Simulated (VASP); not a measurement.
A run of VASP 6.6.1:

INCAR

```
PREC = Accurate
ENCUT = 520
EDIFF = 1E-6
ISMEAR = 0
SIGMA = 0.005
LREAL = F
LASPH = T
NELM = 80
ALGO = Normal
ISIF = 2
LWAVE = F
LCHARG = F
GGA = PE
IVDW = 12
ISYM = 0
NBANDS = 20
```

File KPOINTS:

```
regular mesh
0
Gamma
  1 1 1
```

The input POSCAR:

```
H6C2O
1.0
   14.3988977857      0.0000000000      0.0000000000
    0.0000000000     14.5000000000      0.0000000000
    0.0000000000      0.0000000000     15.0000000000
C O H
2 1 6
Direct
    0.4427699946      0.5215821809      0.5161257124
    0.5320780527      0.4766199003      0.4837838132
    0.6137977326      0.5244402418      0.5124260334
    0.3818152964      0.4844897481      0.4903694685
    0.4388303129      0.5935987687      0.4938731802
    0.4386108495      0.5206048305      0.5893656692
    0.5346059051      0.4036176659      0.5048517183
    0.5353536118      0.4775213284      0.4106160982
    0.6136012222      0.5252518338      0.5771202881
```

Potentials or basis: VASP PAW PBE potentials, release 64 (C, O, H).

Launch:

```sh
$ cat potpaw_PBE.64/C/POTCAR potpaw_PBE.64/O/POTCAR potpaw_PBE.64/H/POTCAR > POTCAR
$ mpirun -np 1 vasp_gam > vasp.out
```

Hardware: 1 thread of Intel(R) Xeon(R) Platinum 8259CL CPU @ 2.50GHz (Skylake/Cascade Lake) (shared host).

Q: How long does it take, and how much memory?

A: Run time: 6.1 min on 1 thread of Intel(R) Xeon(R) Platinum 8259CL CPU @ 2.50GHz (Skylake/Cascade Lake) (shared host), peak memory 1.9 GiB. Counts: scf iterations 26, k points 1.
